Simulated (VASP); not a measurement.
Here is a VASP 6.6.1 calculation.

The input INCAR:

```
SYSTEM = Sr
  ALGO = Normal
  EDIFF = 1E-6
  ENCUT = 520
  GGA = PS
  ISIF = 2
  ISMEAR = -1
  LASPH = .True.
  LCHARG = .False.
  LREAL = .False.
  LWAVE = .False.
  NBANDS = 11
  NELM = 80
  PREC = Accurate
  SIGMA = 0.05
```

The input KPOINTS:

```
k-points
0
Gamma
  9 9 9
  0 0 0
```

Contents of POSCAR:

```
Sr
1.0
    0.0000000000      2.9661460000      2.9661460000
    2.9661460000      0.0000000000      2.9661460000
    2.9661460000      2.9661460000      0.0000000000
Sr
1
Direct
    0.0000000000      0.0000000000      0.0000000000
```

Potentials or basis: VASP PAW PBE potentials, release 64 (Sr_sv).

The run is started by

```console
$ cat potpaw_PBE.64/Sr_sv/POTCAR > POTCAR
$ mpirun -np 1 vasp_std > vasp.out
```

**Question.** Predict the pressure.

**Answer.** 0.0 GPa.

**Question.** Predict the band gap on the k mesh.

**Answer.** 0.13 eV, indirect (least direct gap 0.22 eV).

Caveat: the PAW data sets were made with another functional, which shifts forces and pressure a little. A k mesh can miss the band edges.
